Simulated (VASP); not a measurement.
A run of VASP 6.6.1 is set up as follows.

File INCAR:

```
PREC     = Accurate       # precision mode
ENCUT    = 520            # plane-wave cutoff, eV
EDIFF    = 1E-6           # SCF threshold, eV
ISMEAR   = 0              # smearing method
SIGMA    = 0.2            # smearing width, eV
LREAL    = F              # projectors in reciprocal space
LASPH    = T              # aspherical terms in the spheres
NELM     = 60             # most SCF steps
ALGO     = Normal         # electronic algorithm
ISIF     = 2              # what is computed and relaxed
LWAVE    = F              # write WAVECAR
LCHARG   = T              # write CHGCAR
GGA      = PE             # functional
LELF     = T              # ELF
LVHAR    = T            
NBANDS   = 20             # bands
```

File KPOINTS:

```
regular mesh
0
Gamma
  10 10 6
```

File POSCAR:

```
Tl
1.0
    3.5902820628      0.0000000000      0.0000000000
   -1.7951410314      3.1092754731      0.0000000000
    0.0000000000      0.0000000000      5.6419406004
Tl
2
Direct
    0.3333333333      0.6666666667      0.2500000000
    0.6666666667      0.3333333333      0.7500000000
```

Potentials or basis: VASP PAW PBE potentials, release 64 (Tl_d).

The run is started by

```sh
$ cat potpaw_PBE.64/Tl_d/POTCAR > POTCAR
$ mpirun -np 1 vasp_std > vasp.out
```

Q: Predict the pressure.

A: -0.1 GPa.

Q: Estimate the band gap on the k mesh.

A: Zero (bands 13 and 14 overlap by 5.28 eV).

Stress tensor (GPa, compression positive):
```
-0.22  0.00  0.00
 0.00 -0.22  0.00
 0.00  0.00  0.16
```

Caveat: spin-orbit coupling is left out, which moves the levels of the heavy elements.
